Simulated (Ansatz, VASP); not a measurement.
## One calculation of MoS2, two programs

File INCAR:

```
PREC = Accurate
ENCUT = 520
EDIFF = 1E-6
ISMEAR = 0
SIGMA = 0.05
LREAL = F
LASPH = T
NELM = 100
ALGO = Normal
ISIF = 2
LWAVE = F
LCHARG = F
GGA = PE
IVDW = 12
NBANDS = 20
```

The input KPOINTS:

```
Automatic mesh
0
Gamma
  12 12 4
```

Contents of POSCAR:

```
MoS2
1.0
    3.1497239970      0.0000000000      0.0000000000
   -1.5748619985      2.7277409963      0.0000000000
    0.0000000000      0.0000000000      6.6475426602
Mo S
1 2
Direct
    0.0000000000      0.0000000000      0.0000000000
    0.3333333333      0.6666666667      0.2375496315
    0.3333333333      0.6666666667      0.7662111567
```

Input for Ansatz:

```yaml
crystal:
  lattice:
    - [3.149723997, 0.0, 0.0]
    - [-1.5748619985, 2.7277409963, 0.0]
    - [0.0, 0.0, 6.6475426602]
  atoms:
    - { symbol: Mo, position: [0.0, 0.0, 0.0] }
    - { symbol: S, position: [0.3333333333, 0.6666666667, 0.2375496315] }
    - { symbol: S, position: [0.3333333333, 0.6666666667, 0.7662111567] }
basis:
  ecutwfc: 420
kpoints:
  mp_grid: { grid: [12, 12, 4] }
hamiltonian:
  xc: pbe
  dispersion: d3bj
scf:
  occupations: { method: gaussian, width: 0.05 }
output:
  forces: true
  stress: true
  eigenvalues: true
```

Change from the starting cell: all S atoms moved +0.013 Å, as atom 2 along Cartesian [0 0 1].

Alike in both runs: task single point; functional PBE; dispersion D3(BJ); k mesh 12 × 12 × 4; occupations gaussian, width 0.05 eV; no spin polarisation.

|  | VASP | Ansatz |
| --- | --- | --- |
| version | VASP 6.6.1 | Ansatz 0.2.0 |
| potentials or method | VASP PAW PBE potentials, release 64 (Mo_sv, S), cutoff 520 eV | scalar-relativistic, plane waves, PAW |
| valence electrons in the cell | 26 | 26 |

VASP gave:

- gap on the k mesh at the Fermi level (eV): 1.21
- least direct gap on the mesh (eV): 1.76
- pressure (GPa): -0.1
- rms of the force components (eV/Å): 0.156

Task: Which values does Ansatz return?

Result: gap on the k mesh at the Fermi level (eV): 1.20; least direct gap on the mesh (eV): 1.76; pressure (GPa): 0.0; rms of the force components (eV/Å): 0.156.

Atom by atom the forces differ by 0.006 eV/Å (rms over components).
